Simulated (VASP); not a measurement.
Write the native input for VASP 6.6.1 that does the following.

```yaml
Task: density of states
Functional: LDA
Potentials_or_basis: VASP PAW LDA potentials, release 64 (Rh_pv)
Cutoff: 520 eV
k_mesh: 17 × 17 × 17
Occupations: fermi-dirac, width 0.08 eV
Spin: no spin polarisation
Dipole_correction: no
k_mesh_for_the_DOS: 26 × 26 × 26
Occupations_for_the_DOS: tetrahedron
Further_INCAR_settings: ALGO = Normal; EDIFF = 1e-06
```

Crystal: Rh.

```xyz
1
Lattice="2.3021 0.0000 0.0000 0.0000 2.3021 0.0000 0.0000 0.0000 2.3021" Properties=species:S:1:pos:R:3 pbc="T T T"
Rh    0.0000    0.0000    0.0000
```

This cell differs from its parent crystal: volume scaled by 0.8.

The input as run:

POSCAR

```
Rh
1.0
    2.3020508712      0.0000000000      0.0000000000
    0.0000000000      2.3020508712      0.0000000000
    0.0000000000      0.0000000000      2.3020508712
Rh
1
Direct
    0.0000000000      0.0000000000      0.0000000000
```

INCAR.step1

```
SYSTEM = Rh
  ALGO = Normal
  EDIFF = 1E-6
  ENCUT = 520
  GGA = CA
  ISIF = 2
  ISMEAR = -1
  LASPH = .True.
  LCHARG = .True.
  LMAXMIX = 4
  LREAL = .False.
  LWAVE = .False.
  NBANDS = 14
  NELM = 60
  PREC = Accurate
  SIGMA = 0.08
```

KPOINTS.step1

```
k-points
0
Gamma
  17 17 17
  0 0 0
```

INCAR.step2

```
SYSTEM = Rh
  ALGO = Normal
  EDIFF = 1E-6
  ENCUT = 520
  GGA = CA
  ICHARG = 11
  ISIF = 2
  ISMEAR = -5
  LASPH = .True.
  LCHARG = .False.
  LMAXMIX = 4
  LORBIT = 11
  LREAL = .False.
  LWAVE = .False.
  NEDOS = 1001
  NELM = 60
  PREC = Accurate
  SIGMA = 0.08
```

KPOINTS.step2

```
k-points
0
Gamma
  26 26 26
  0 0 0
```

Potentials or basis: VASP PAW LDA potentials, release 64 (Rh_pv).

Run with:

```bash
$ cat potpaw_LDA.64/Rh_pv/POTCAR > POTCAR
$ cp INCAR.step1 INCAR
$ cp KPOINTS.step1 KPOINTS
$ mpirun -np 1 vasp_std > vasp.out
$ cp INCAR.step2 INCAR
$ cp KPOINTS.step2 KPOINTS
$ mpirun -np 1 vasp_std > vasp.out
```

Results of the run:

- Valence electrons inside the program's atomic spheres: Rh 14.38

Wall time 51 s on 1 thread of Intel(R) Xeon(R) Platinum 8259CL CPU @ 2.50GHz (Skylake/Cascade Lake), with other jobs on the host, peak memory 0.19 GiB.
